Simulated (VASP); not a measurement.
Write the native input for VASP 6.6.1 that does the following.

- Task: single point
- Functional: PBE
- Potentials or basis: VASP PAW PBE potentials, release 64 (Ca_sv, F, Ba_sv)
- Cutoff: 520 eV
- k mesh: 6 × 6 × 6
- Occupations: fermi-dirac, width 0.02 eV
- Spin: no spin polarisation
- Dipole correction: no
- Further INCAR settings: ALGO = Normal; EDIFF = 1e-06; NBANDS = 33

The structure of BaCaF4 lies in POSCAR:

```
BaCaF4
1.0
    2.0960420128      1.2101504186      6.7396750876
   -2.0960420128      1.2101504186      6.7396750876
    0.0000000000     -2.4203008423      6.7396750867
Ca F Ba
1 4 1
Direct
    0.0000000000      0.0000000000      0.0000000000
    0.1157120024      0.1157120024      0.1157120024
    0.3670640828      0.3670640828      0.3670640828
    0.6329359172      0.6329359172      0.6329359172
    0.8842879976      0.8842879976      0.8842879976
    0.5000000000      0.5000000000      0.5000000000
```

These files were run (other wordings do the same):

INCAR

```
SYSTEM = BaCaF4
  PREC = Accurate
  ENCUT = 520
  EDIFF = 1E-6
  ISMEAR = -1
  SIGMA = 0.02
  LREAL = .False.
  LASPH = .True.
  NELM = 80
  ALGO = Normal
  ISIF = 2
  LWAVE = .False.
  LCHARG = .True.
  GGA = PE
  LELF = .True.
  LVHAR = .True.
  NBANDS = 33
```

KPOINTS

```
Automatic mesh
0
Gamma
  6 6 6
  0 0 0
```

Potentials or basis: VASP PAW PBE potentials, release 64 (Ca_sv, F, Ba_sv).

Launch:

```sh
$ cat potpaw_PBE.64/Ca_sv/POTCAR potpaw_PBE.64/F/POTCAR potpaw_PBE.64/Ba_sv/POTCAR > POTCAR
$ mpirun -np 1 vasp_std > vasp.out
```

Results of the run:

The pressure is 0.8 GPa and the largest force is 0.058 eV/Å. The band gap on the k mesh is 6.38 eV (least direct gap 6.59 eV).

Caveat: spin-orbit coupling is left out, which moves the levels of the heavy elements.

It took 2.6 min on 1 thread of Intel(R) Xeon(R) 6975P-C (Granite Rapids), with other jobs on the host, peak memory 0.42 GiB.
